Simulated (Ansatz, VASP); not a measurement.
**Two plane-wave programs on Na3Te4**

INCAR

```
SYSTEM = Na3Te4
  PREC = Accurate
  ENCUT = 520
  EDIFF = 1E-6
  ISMEAR = 0
  SIGMA = 0.1
  LREAL = .False.
  LASPH = .True.
  NELM = 100
  ALGO = Normal
  ISIF = 2
  LWAVE = .False.
  LCHARG = .True.
  GGA = PE
  LELF = .True.
  LVHAR = .True.
  NBANDS = 32
```

The input KPOINTS:

```
regular mesh
0
Gamma
  4 4 4
  0 0 0
```

File POSCAR:

```
Na3Te4
1.0
    6.6695149000      0.0000000000      0.0000000000
    0.0000000000      6.6695149000      0.0000000000
    0.0000000000      0.0000000000      4.7219159000
Na Te
3 4
Direct
    0.5000000000      0.5000000000      0.5000000000
    0.5000000000      0.0000000000      0.5000000000
    0.0000000000      0.5000000000      0.5000000000
    0.2468350000      0.2468350000      0.0000000000
    0.2468350000      0.7531650000      0.0000000000
    0.7531650000      0.2468350000      0.0000000000
    0.7531650000      0.7531650000      0.0000000000
```

Input for Ansatz:

```yaml
crystal:
  lattice:
    - [6.6695149, 0.0, 0.0]
    - [0.0, 6.6695149, 0.0]
    - [0.0, 0.0, 4.7219159]
  atoms:
    - { symbol: Na, position: [0.5, 0.5, 0.5] }
    - { symbol: Na, position: [0.5, 0.0, 0.5] }
    - { symbol: Na, position: [0.0, 0.5, 0.5] }
    - { symbol: Te, position: [0.246835, 0.246835, 0.0] }
    - { symbol: Te, position: [0.246835, 0.753165, 0.0] }
    - { symbol: Te, position: [0.753165, 0.246835, 0.0] }
    - { symbol: Te, position: [0.753165, 0.753165, 0.0] }
basis:
  ecutwfc: 420
kpoints:
  mp_grid: { grid: [4, 4, 4] }
hamiltonian:
  xc: pbe
scf:
  occupations: { method: gaussian, width: 0.1 }
  lower_state_search: "off"
output:
  forces: true
  stress: true
  eigenvalues: true
```

Alike in both runs: task single point; functional PBE; k mesh 4 × 4 × 4; occupations gaussian, width 0.1 eV; no spin polarisation.

|  | VASP | Ansatz |
| --- | --- | --- |
| version | VASP 6.6.1 | Ansatz 0.2.0 |
| potentials or method | VASP PAW PBE potentials, release 64 (Na_pv, Te), cutoff 520 eV | scalar-relativistic, plane waves, PAW |
| valence electrons in the cell | 45 | 91 |

|  | VASP | Ansatz | Ansatz less VASP |
| --- | --- | --- | --- |
| gap on the k mesh at the Fermi level (eV) | none | none | - |
| pressure (GPa) | 0.2 | 0.2 | 0.00 |
| traceless stress, the component that is largest in VASP (GPa) | -0.15 | -0.15 | -0.006 |

A gap of «none» marks a metal or a gap that the smearing closes. VASP's potentials hold 45 valence electrons a cell and Ansatz's 91, so a difference there can come from the potentials and not from the codes.

Spin-orbit coupling is off throughout.
